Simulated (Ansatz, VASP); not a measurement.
## TiO2: VASP beside Ansatz

File INCAR:

```
PREC     = Accurate       # precision mode
ENCUT    = 520            # plane-wave cutoff, eV
EDIFF    = 1E-6           # SCF threshold, eV
ISMEAR   = 0              # smearing method
SIGMA    = 0.05           # smearing width, eV
LREAL    = F              # projectors in reciprocal space
LASPH    = T              # aspherical terms in the spheres
NELM     = 150            # most SCF steps
ALGO     = Normal         # electronic algorithm
ISIF     = 2              # what is computed and relaxed
LWAVE    = F              # write WAVECAR
LCHARG   = T              # write CHGCAR
LMAXMIX  = 4              # l up to which the mixer works
LDAU     = T              # DFT+U
LDAUTYPE = 2            
LDAUL    = 2 -1           # shell
LDAUU    = 4 0            # U, eV
LDAUJ    = 0 0          
LDAUPRINT= 1            
GGA      = PE             # functional
LELF     = T              # ELF
LVHAR    = T            
NBANDS   = 33             # bands
```

KPOINTS

```
regular mesh
0
Gamma
  6 6 10
```

POSCAR

```
TiO2
1.0
    4.6403824120      0.0000000000      0.0000000000
    0.0000000000      4.6403824120      0.0000000000
    0.0000000000      0.0000000000      3.0063836717
Ti O
2 4
Direct
    0.0000000000      0.0000000000     -0.1995753255
    0.5000000000      0.5000000000      0.5000000000
    0.3056475955      0.3056475955      0.0000000000
    0.1943524045      0.8056475955      0.5000000000
    0.6943524045      0.6943524045      0.0000000000
    0.8056475955      0.1943524045      0.5000000000
```

Input for Ansatz:

```yaml
crystal:
  lattice:
    - [4.640382412, 0.0, 0.0]
    - [0.0, 4.640382412, 0.0]
    - [0.0, 0.0, 3.0063836717]
  atoms:
    - { symbol: Ti, position: [0.0, 0.0, -0.1995753255] }
    - { symbol: Ti, position: [0.5, 0.5, 0.5] }
    - { symbol: O, position: [0.3056475955, 0.3056475955, 0.0] }
    - { symbol: O, position: [0.1943524045, 0.8056475955, 0.5] }
    - { symbol: O, position: [0.6943524045, 0.6943524045, 0.0] }
    - { symbol: O, position: [0.8056475955, 0.1943524045, 0.5] }
basis:
  ecutwfc: 420
kpoints:
  mp_grid: { grid: [6, 6, 10] }
hamiltonian:
  xc: pbe
  hubbard: { sites: [{ species: Ti, l: d, u_eff: 4.0 }] }
scf:
  occupations: { method: gaussian, width: 0.05 }
output:
  forces: true
  stress: true
  eigenvalues: true
```

Alike in both runs: task single point; functional PBE; k mesh 6 × 6 × 10; occupations gaussian, width 0.05 eV; no spin polarisation; Hubbard terms Ti d U = 4.0 eV.

|  | VASP | Ansatz |
| --- | --- | --- |
| version | VASP 6.6.1 | Ansatz 0.2.0 |
| potentials or method | VASP PAW PBE potentials, release 64 (Ti_sv, O), cutoff 520 eV | scalar-relativistic, plane waves, PAW |
| valence electrons in the cell | 48 | 48 |

VASP gave:

- gap on the k mesh at the Fermi level (eV): 3.10
- least direct gap on the mesh (eV): 3.11
- rms of the force components (eV/Å): 5.050

Q: Which values does Ansatz return?

A: gap on the k mesh at the Fermi level (eV): 3.07; least direct gap on the mesh (eV): 3.08; rms of the force components (eV/Å): 4.493.

The programs project onto different local orbitals, so the same U acts differently, and such runs can settle in different states. Atom by atom the forces differ by 0.565 eV/Å (rms over components).
